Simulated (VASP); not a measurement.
Write the native input for VASP 6.6.1 that does the following.

```
Task                   : single point
Functional             : PBE
Potentials or basis    : VASP PAW PBE potentials, release 64 (Hf_pv, O)
Cutoff                 : 520 eV
k mesh                 : 9 × 9 × 9
Occupations            : gaussian, width 0.027 eV
Spin                   : no spin polarisation
Dipole correction      : no
Further INCAR settings : ALGO = Normal; EDIFF = 1e-07; NBANDS = 18
```

The structure of HfO2 lies in POSCAR:

```
HfO2
1.0
    0.0000000000      2.5575000000      2.5575000000
    2.5575000000      0.0000000000      2.5575000000
    2.5575000000      2.5575000000      0.0000000000
Hf O
1 2
Direct
    0.0000000000      0.0000000000      0.0000000000
    0.7500000000      0.7500000000      0.7500000000
    0.2500000000      0.2500000000      0.2500000000
```

The input as run:

INCAR

```
  PREC = Accurate
  ENCUT = 520
  EDIFF = 1E-7
  ISMEAR = 0
  SIGMA = 0.027000000000000003
  LREAL = False
  LASPH = True
  NELM = 80
  ALGO = Normal
  ISIF = 2
  LWAVE = False
  LCHARG = True
  GGA = PE
  LELF = True
  LVHAR = True
  NBANDS = 18
```

KPOINTS

```
regular mesh
0
Gamma
  9 9 9
```

Potentials or basis: VASP PAW PBE potentials, release 64 (Hf_pv, O).

The run is started by

```bash
$ cat potpaw_PBE.64/Hf_pv/POTCAR potpaw_PBE.64/O/POTCAR > POTCAR
$ mpirun -np 1 vasp_std > vasp.out
```

It gave:

```
Pressure               : -6.0 GPa
Band gap on the k mesh : 3.84 eV, indirect (least direct gap 3.95 eV)
```

Caveat: spin-orbit coupling is left out, which moves the levels of the heavy elements.

It took 41 s on 1 thread of AMD EPYC 7R43 64-Core Processor (Zen 3), on a shared host, peak memory 0.13 GiB.
